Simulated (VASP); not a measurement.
# Rb (Pm-3m) in VASP: notebook

The runs below take Rb through single point, with LDA.

Program: VASP 6.6.1. These are calculated values, not measurements. Logs are shortened: lines on timing, memory, paths and dates and some standing lists are left out, and cuts for length are marked.

### Step 1. The cell of the first run

Symmetry: Pm-3m, No. 221, cubic system. Conventional cell: a = 3.223 Å, b = 3.223 Å, c = 3.223 Å, α = 90.00°, β = 90.00°, γ = 90.00°. Rb (site symmetry m-3m) has 6 Rb at 3.22 Å within 4.2 Å.

This isn't the form of Rb at room conditions, which is bcc.

### Step 2. Single point, LDA (33.48 Å³/atom)

The input, INCAR:

```
PREC = Accurate
ENCUT = 520
EDIFF = 1E-6
ISMEAR = -1
SIGMA = 0.05
LREAL = F
LASPH = T
NELM = 60
ALGO = Normal
ISIF = 2
LWAVE = F
LCHARG = T
GGA = CA
LELF = T
LVHAR = T
NBANDS = 10
```

The input, KPOINTS:

```
Automatic mesh
0
Gamma
  10 10 10
```

The input, POSCAR:

```
Rb
1.0
    3.2231636923      0.0000000000      0.0000000000
    0.0000000000      3.2231636923      0.0000000000
    0.0000000000      0.0000000000      3.2231636923
Rb
1
Direct
    0.0000000000      0.0000000000      0.0000000000
```

Potentials or basis: VASP PAW LDA potentials, release 64 (Rb_sv).

Started as:

```console
$ cat potpaw_LDA.64/Rb_sv/POTCAR > POTCAR
$ mpirun -np 1 vasp_std > vasp.out
```

OUTCAR:

```text
PREC = Accurate
   ENCUT = 520
   EDIFF = 1E-6
   ISMEAR = -1
   LREAL = F
   LASPH = T
   NELM = 60
   ISIF = 2
   GGA = CA

 ion  position               nearest neighbor table
   1  0.000  0.000  0.000-

  LATTYP: Found a simple cubic cell.
 ALAT       =     3.2231636923

  Lattice vectors:

 A1 = (   3.2231636923,   0.0000000000,   0.0000000000)
 A2 = (   0.0000000000,   3.2231636923,   0.0000000000)
 A3 = (   0.0000000000,   0.0000000000,   3.2231636923)

Analysis of symmetry for initial positions (statically):
=====================================================================
 Subroutine PRICEL returns:
 Original cell was already a primitive cell.

 Routine SETGRP: Setting up the symmetry group for a
 simple cubic supercell.

 Subroutine GETGRP returns: Found 48 space group operations
 (whereof 48 operations were pure point group operations)
 out of a pool of 48 trial point group operations.

The static configuration has the point symmetry O_h .

Analysis of symmetry for dynamics (positions and initial velocities):
=====================================================================
 Subroutine PRICEL returns:
 Original cell was already a primitive cell.

 Routine SETGRP: Setting up the symmetry group for a
 simple cubic supercell.

 Subroutine GETGRP returns: Found 48 space group operations
 (whereof 48 operations were pure point group operations)
 out of a pool of 48 trial point group operations.

The dynamic configuration has the point symmetry O_h .

 Subroutine INISYM returns: Found 48 space group operations
 (whereof 48 operations are pure point group operations),
 and found     1 'primitive' translations

----------------------------------------------------------------------------------------

                                     Primitive cell

  volume of cell :      33.4848

  direct lattice vectors                    reciprocal lattice vectors
     3.223163692  0.000000000  0.000000000     0.310254177  0.000000000  0.000000000
     0.000000000  3.223163692  0.000000000     0.000000000  0.310254177  0.000000000
     0.000000000  0.000000000  3.223163692     0.000000000  0.000000000  0.310254177

  length of vectors
     3.223163692  3.223163692  3.223163692     0.310254177  0.310254177  0.310254177

  position of ions in fractional coordinates (direct lattice)
     0.000000000  0.000000000  0.000000000

  ion indices of the primitive-cell ions
   primitive index   ion index
                 1           1

[... 79 lines left out ...]
   POTIM  = 0.5000    time-step for ionic-motion
   TEBEG  =    0.0;   TEEND  =   0.0 temperature during run
   PSTRESS=    0.0 pullay stress
   NELECT =       9.0000    total number of electrons
   NUPDOWN=      -1.0000    fix difference up-down
   EMIN   =  10.00;   EMAX   =-10.00  energy-range for DOS
   EFERMI =   0.00;   METHOD = LEGACY
   ISMEAR =    -1;   SIGMA  =   0.05  broadening in eV -4-tet -1-fermi 0-gaus
   EFERMI_NEDOS =   21; number of points for ismear=-14 and -15
   IALGO  =     38    algorithm
   IMIX   =      4    mixing-type and parameters
     AMIX     =   0.40;   BMIX     =  1.00
     AMIX_MAG =   1.60;   BMIX_MAG =  1.00
  volume/ion in A,a.u.               =      33.48       225.97
  Fermi-wavevector in a.u.,A,eV,Ry     =   1.056509  1.996513 15.186984  1.116212
  Thomas-Fermi vector in A             =   2.191748
   LORBIT       =      0    0 simple, 1 ext, 2 COOP (PROOUT), +10 PAW based schemes
   GGA     = CA    functional components
   LHFCALC =     F    Hartree Fock is set to
   AEXX    =    0.0000 exact exchange contribution
   IVDW    =     0    specifies the selected vdW correction
   LEPSILON=     F    determine dielectric tensor
   LRPA    =     F    only Hartree local field effects (RPA)
 non-spin polarized calculation
  energy-cutoff  :      520.00
  volume of cell :       33.48
 maximum number of plane-waves:       922
 NGX is ok and might be reduce to    24
   NGX = 11   NGY = 11   NGZ = 11

 number of electron       9.0000000 magnetization

 Free energy of the ion-electron system (eV)
  ---------------------------------------------------
  ext. energy  EPLUGINS =         0.00000000
  ---------------------------------------------------
  free energy    TOTEN  =        -0.10556722 eV

  energy without entropy =       -0.09299634  energy(sigma->0) =       -0.09928178

 E-fermi :   3.2103     XC(G=0):  -8.9150

 val. band max:        3.1879636600   @ k =   0.4000   0.3000   0.1000
 cond. band min:       3.2648921852   @ k =   0.5000   0.4000   0.3000
 fundamental gap:      0.0769285253
 Fermi energy:         3.2102622850

 k-point     1 :       0.0000    0.0000    0.0000
  band No.  band energies     occupation
      1     -26.2052      2.00000
      2      -9.2623      2.00000
      3      -9.2623      2.00000
      4      -9.2623      2.00000
      5       0.4514      2.00000
      6       4.8249      0.00000
      7       4.8249      0.00000
      8      13.2843      0.00000
      9      13.2843      0.00000
     10      13.2843      0.00000
[... 287 lines left out ...]
 k-point    24 :       0.3000    0.1000    0.1000
  band No.  band energies     occupation
      1     -25.9811      2.00000
      2     -10.7126      2.00000
      3      -9.3480      2.00000
      4      -9.3065      2.00000
      5       2.6828      1.99995
      6       5.9836      0.00000
      7       6.2455      0.00000
      8       9.0445      0.00000
      9       9.6528      0.00000
     10      12.1074      0.00000

 [... further k-points ...]

------------------------ aborting loop because EDIFF is reached ----------------------------------------

  FORCE on cell =-STRESS in cart. coord.  units (eV):
  Direction    XX          YY          ZZ          XY          YZ          ZX
  --------------------------------------------------------------------------------------
  -------------------------------------------------------------------------------------
  Total        1.8862245      1.8862245      1.8862245     -0.0000000      0.0000000     -0.0000000
  in kB       90.2520077     90.2520077     90.2520077     -0.0000000      0.0000000     -0.0000000
  external PRESSURE =      90.2520077 kB  Pullay stress =       0.0000000 kB

 VOLUME and BASIS-vectors are now :
 -----------------------------------------------------------------------------
  energy-cutoff  :      520.00
  volume of cell :       33.48
      direct lattice vectors                 reciprocal lattice vectors
     3.223163692  0.000000000  0.000000000     0.310254177  0.000000000  0.000000000
     0.000000000  3.223163692  0.000000000     0.000000000  0.310254177  0.000000000
     0.000000000  0.000000000  3.223163692     0.000000000  0.000000000  0.310254177

 POSITION                                       TOTAL-FORCE (eV/Angst)
 -----------------------------------------------------------------------------------
      0.00000      0.00000      0.00000         0.000000      0.000000      0.000000
 -----------------------------------------------------------------------------------
    total drift:                               -0.000000      0.000000      0.000000

  FREE ENERGIE OF THE ION-ELECTRON SYSTEM (eV)
  ---------------------------------------------------
  free  energy   TOTEN  =        -0.1055672155 eV

  energy  without entropy=       -0.0929963378  energy(sigma->0) =       -0.09928178
```

OSZICAR:

```text
N       E                     dE             d eps       ncg     rms          rms(c)
DAV:   1     0.309584880112E+02    0.30958E+02   -0.42314E+03  1120   0.766E+02
DAV:   2     0.104781076186E+01   -0.29911E+02   -0.29124E+02  1338   0.137E+02
DAV:   3    -0.119194366987E+00   -0.11670E+01   -0.11594E+01  1416   0.234E+01
DAV:   4    -0.148720244504E+00   -0.29526E-01   -0.29496E-01  1460   0.336E+00
DAV:   5    -0.149548096072E+00   -0.82785E-03   -0.82766E-03  1492   0.386E-01    0.414E+00
DAV:   6    -0.115548092743E+00    0.34000E-01   -0.44128E-02  1226   0.117E+00    0.253E+00
DAV:   7    -0.105999864899E+00    0.95482E-02   -0.49277E-02  1388   0.123E+00    0.398E-01
DAV:   8    -0.105573383081E+00    0.42648E-03   -0.32375E-03  1208   0.406E-01    0.234E-02
DAV:   9    -0.105567547747E+00    0.58353E-05   -0.66188E-05  1330   0.570E-02    0.170E-02
DAV:  10    -0.105567215506E+00    0.33224E-06   -0.48592E-06  1308   0.144E-02
   1 F= -.10556722E+00 E0= -.99281777E-01  d E =-.125709E-01
```

Run time: 3.3 s. Hardware: 1 thread of Intel Xeon 6975P-C (Granite Rapids), shared host; peak memory 0.13 GiB.

What came out:

| Quantity | Value |
| --- | --- |
| Free energy | -0.1056 eV |
| Pressure | 9.0 GPa |
| Band gap on the k mesh | zero (an odd number of electrons rules out a gap without spin polarisation) |

Levels at points of the mesh, in eV from the Fermi level:
| k point | band 2 | band 3 | band 4 | band 5 | band 6 | band 7 | band 8 | band 9 |
| --- | --- | --- | --- | --- | --- | --- | --- | --- |
| (0.00, 0.00, 0.00) | -12.47 | -12.47 | -12.47 | -2.76 | 1.61 | 1.61 | 10.07 | 10.07 |
| (0.50, 0.00, 0.00) | -14.64 | -12.25 | -12.25 | 0.53 | 2.06 | 2.79 | 5.64 | 5.64 |
| (0.50, 0.50, 0.00) | -14.22 | -14.22 | -12.04 | -1.13 | 3.07 | 6.24 | 6.24 | 6.74 |
| (0.50, 0.50, 0.50) | -13.86 | -13.86 | -13.86 | 0.79 | 0.79 | 0.79 | 5.00 | 12.23 |

Caveat: the cell stands under pressure.

### Step 3. Single point, LDA (33.48 Å³/atom)

The input, INCAR:

```
PREC = Accurate
ENCUT = 520
EDIFF = 1E-6
ISMEAR = -1
SIGMA = 0.05
LREAL = F
LASPH = T
NELM = 80
ALGO = Normal
ISIF = 2
LWAVE = F
LCHARG = F
NBANDS = 10
```

The input, KPOINTS:

```
regular mesh
0
Gamma
  10 10 10
```

POSCAR is that of step 2.

Potentials or basis: VASP PAW LDA potentials, release 64 (Rb_sv).

Started as:

```console
$ cat potpaw_LDA.64/Rb_sv/POTCAR > POTCAR
$ mpirun -np 1 vasp_std > vasp.out
```

OUTCAR:

```text
PREC = Accurate
   ENCUT = 520
   EDIFF = 1E-6
   ISMEAR = -1
   LREAL = F
   LASPH = T
   NELM = 80
   ISIF = 2

 ion  position               nearest neighbor table
   1  0.000  0.000  0.000-

  LATTYP: Found a simple cubic cell.
 ALAT       =     3.2231636923

  Lattice vectors:

 A1 = (   3.2231636923,   0.0000000000,   0.0000000000)
 A2 = (   0.0000000000,   3.2231636923,   0.0000000000)
 A3 = (   0.0000000000,   0.0000000000,   3.2231636923)

[... 489 lines left out ...]
     10      12.1074      0.00000

 [... further k-points ...]

------------------------ aborting loop because EDIFF is reached ----------------------------------------

  FORCE on cell =-STRESS in cart. coord.  units (eV):
  Direction    XX          YY          ZZ          XY          YZ          ZX
  --------------------------------------------------------------------------------------
  -------------------------------------------------------------------------------------
  Total        1.8862245      1.8862245      1.8862245     -0.0000000      0.0000000     -0.0000000
  in kB       90.2520077     90.2520077     90.2520077     -0.0000000      0.0000000     -0.0000000
  external PRESSURE =      90.2520077 kB  Pullay stress =       0.0000000 kB

 VOLUME and BASIS-vectors are now :
 -----------------------------------------------------------------------------
  energy-cutoff  :      520.00
  volume of cell :       33.48
      direct lattice vectors                 reciprocal lattice vectors
     3.223163692  0.000000000  0.000000000     0.310254177  0.000000000  0.000000000
     0.000000000  3.223163692  0.000000000     0.000000000  0.310254177  0.000000000
     0.000000000  0.000000000  3.223163692     0.000000000  0.000000000  0.310254177

 POSITION                                       TOTAL-FORCE (eV/Angst)
 -----------------------------------------------------------------------------------
      0.00000      0.00000      0.00000         0.000000      0.000000      0.000000
 -----------------------------------------------------------------------------------
    total drift:                               -0.000000      0.000000      0.000000

  FREE ENERGIE OF THE ION-ELECTRON SYSTEM (eV)
  ---------------------------------------------------
  free  energy   TOTEN  =        -0.1055672155 eV

  energy  without entropy=       -0.0929963378  energy(sigma->0) =       -0.09928178
```

Wall time 3.1 s (1 thread of Intel Xeon 6975P-C (Granite Rapids), shared host); peak memory 0.13 GiB.

What came out:

```yaml
Free_energy: -0.1056 eV
Pressure: 9.0 GPa
Band_gap_on_the_k_mesh: zero (an odd number of electrons rules out a gap without spin polarisation)
```

Levels at points of the mesh, in eV from the Fermi level:
```csv
k point,band 2,band 3,band 4,band 5,band 6,band 7,band 8,band 9
"(0.00, 0.00, 0.00)",-12.47,-12.47,-12.47,-2.76,1.61,1.61,10.07,10.07
"(0.50, 0.00, 0.00)",-14.64,-12.25,-12.25,0.53,2.06,2.79,5.64,5.64
"(0.50, 0.50, 0.00)",-14.22,-14.22,-12.04,-1.13,3.07,6.24,6.24,6.74
"(0.50, 0.50, 0.50)",-13.86,-13.86,-13.86,0.79,0.79,0.79,5.00,12.23
```

Caveat: the cell stands under pressure.

### Step 4. Single point, LDA (33.48 Å³/atom)

The input, INCAR:

```
SYSTEM = Rb
PREC = Accurate ; ENCUT = 520
EDIFF = 1E-6 ; ISMEAR = -1
SIGMA = 0.05 ; LREAL = .False.
LASPH = .True. ; NELM = 80
ALGO = Normal ; ISIF = 2
LWAVE = .False. ; LCHARG = .True.
LELF = .True. ; LVHAR = .True.
NBANDS = 10
```

The input, KPOINTS:

```
Automatic mesh
0
Gamma
  10 10 10
  0 0 0
```

POSCAR is that of step 3.

Potentials or basis: VASP PAW LDA potentials, release 64 (Rb_sv).

Started as:

```console
$ cat potpaw_LDA.64/Rb_sv/POTCAR > POTCAR
$ mpirun -np 1 vasp_std > vasp.out
```

OUTCAR:

```text
SYSTEM = Rb
   PREC = Accurate
   ENCUT = 520
   EDIFF = 1E-6
   ISMEAR = -1
   LREAL = .False.
   LASPH = .True.
   NELM = 80
   ISIF = 2

 ion  position               nearest neighbor table
   1  0.000  0.000  0.000-

  LATTYP: Found a simple cubic cell.
 ALAT       =     3.2231636923

  Lattice vectors:

 A1 = (   3.2231636923,   0.0000000000,   0.0000000000)
 A2 = (   0.0000000000,   3.2231636923,   0.0000000000)
 A3 = (   0.0000000000,   0.0000000000,   3.2231636923)

[... 490 lines left out ...]

 [... further k-points ...]

------------------------ aborting loop because EDIFF is reached ----------------------------------------

  FORCE on cell =-STRESS in cart. coord.  units (eV):
  Direction    XX          YY          ZZ          XY          YZ          ZX
  --------------------------------------------------------------------------------------
  -------------------------------------------------------------------------------------
  Total        1.8862245      1.8862245      1.8862245     -0.0000000      0.0000000     -0.0000000
  in kB       90.2520077     90.2520077     90.2520077     -0.0000000      0.0000000     -0.0000000
  external PRESSURE =      90.2520077 kB  Pullay stress =       0.0000000 kB

 VOLUME and BASIS-vectors are now :
 -----------------------------------------------------------------------------
  energy-cutoff  :      520.00
  volume of cell :       33.48
      direct lattice vectors                 reciprocal lattice vectors
     3.223163692  0.000000000  0.000000000     0.310254177  0.000000000  0.000000000
     0.000000000  3.223163692  0.000000000     0.000000000  0.310254177  0.000000000
     0.000000000  0.000000000  3.223163692     0.000000000  0.000000000  0.310254177

 POSITION                                       TOTAL-FORCE (eV/Angst)
 -----------------------------------------------------------------------------------
      0.00000      0.00000      0.00000         0.000000      0.000000      0.000000
 -----------------------------------------------------------------------------------
    total drift:                               -0.000000      0.000000      0.000000

  FREE ENERGIE OF THE ION-ELECTRON SYSTEM (eV)
  ---------------------------------------------------
  free  energy   TOTEN  =        -0.1055672155 eV

  energy  without entropy=       -0.0929963378  energy(sigma->0) =       -0.09928178
```

stdout:

```text
POSCAR found type information on POSCAR Rb
 POSCAR found :  1 types and       1 ions
 scaLAPACK will be used
 LDA part: xc-table for (Slater(with rela. corr.)+CA(PZ))
 , standard interpolation
 POSCAR, INCAR and KPOINTS ok, starting setup
 FFT: planning ... GRIDC
 FFT: planning ... GRID_SOFT
 FFT: planning ... GRID
 WAVECAR not read
 entering main loop
```

Wall time 3.3 s (1 thread of Intel Xeon 6975P-C (Granite Rapids), shared host); peak memory 0.13 GiB.

What came out:

```yaml
Free_energy: -0.1056 eV
Pressure: 9.0 GPa
Band_gap_on_the_k_mesh: zero (an odd number of electrons rules out a gap without spin polarisation)
```

Levels at points of the mesh, in eV from the Fermi level:
```tsv
k point	band 2	band 3	band 4	band 5	band 6	band 7	band 8	band 9
(0.00, 0.00, 0.00)	-12.47	-12.47	-12.47	-2.76	1.61	1.61	10.07	10.07
(0.50, 0.00, 0.00)	-14.64	-12.25	-12.25	0.53	2.06	2.79	5.64	5.64
(0.50, 0.50, 0.00)	-14.22	-14.22	-12.04	-1.13	3.07	6.24	6.24	6.74
(0.50, 0.50, 0.50)	-13.86	-13.86	-13.86	0.79	0.79	0.79	5.00	12.23
```

Caveat: the cell stands under pressure.

### Step 5. Single point, LDA (37.67 Å³/atom)

This run uses another cell than the first one, of 37.67 Å³/atom.

The input, INCAR:

```
ALGO = Normal
EDIFF = 1E-6
ENCUT = 520
ISIF = 2
ISMEAR = -1
LASPH = True
LCHARG = True
LELF = True
LREAL = False
LVHAR = True
LWAVE = False
NBANDS = 10
NELM = 60
PREC = Accurate
SIGMA = 0.05
```

The input, KPOINTS:

```
k-points
0
Gamma
  10 10 10
```

The input, POSCAR:

```
Rb
1.0
    3.3522253277      0.0000000000      0.0000000000
    0.0000000000      3.3522253277      0.0000000000
    0.0000000000      0.0000000000      3.3522253277
Rb
1
Direct
    0.0000000000      0.0000000000      0.0000000000
```

Started as:

```console
$ cat potpaw_LDA.64/Rb_sv/POTCAR > POTCAR
$ mpirun -np 1 vasp_std > vasp.out
```

It took 6.1 s on 1 thread of Intel Xeon 6975P-C (Granite Rapids), shared host; peak memory 0.14 GiB.

It converged, with:

```yaml
Free_energy: -0.3107 eV
Pressure: 6.9 GPa
Band_gap_on_the_k_mesh: zero (an odd number of electrons rules out a gap without spin polarisation)
```

Levels at points of the mesh, in eV from the Fermi level:
```tsv
k point	band 1	band 2	band 3	band 4	band 5	band 6	band 7	band 8	band 9	band 10
(0.00, 0.00, 0.00)	-29.24	-12.58	-12.58	-12.58	-2.81	1.74	1.74	9.37	9.37	9.37
(0.50, 0.00, 0.00)	-29.05	-14.26	-12.41	-12.41	0.29	1.64	2.82	5.41	5.41	9.81
(0.50, 0.50, 0.00)	-28.87	-13.95	-13.95	-12.26	-0.79	2.83	5.47	5.47	6.39	6.39
(0.50, 0.50, 0.50)	-28.70	-13.68	-13.68	-13.68	0.98	0.98	0.98	4.86	10.71	10.71
```

Caveat: the cell stands under pressure.

The gap in the log of VASP goes by the Fermi energy; the results here count the filled bands.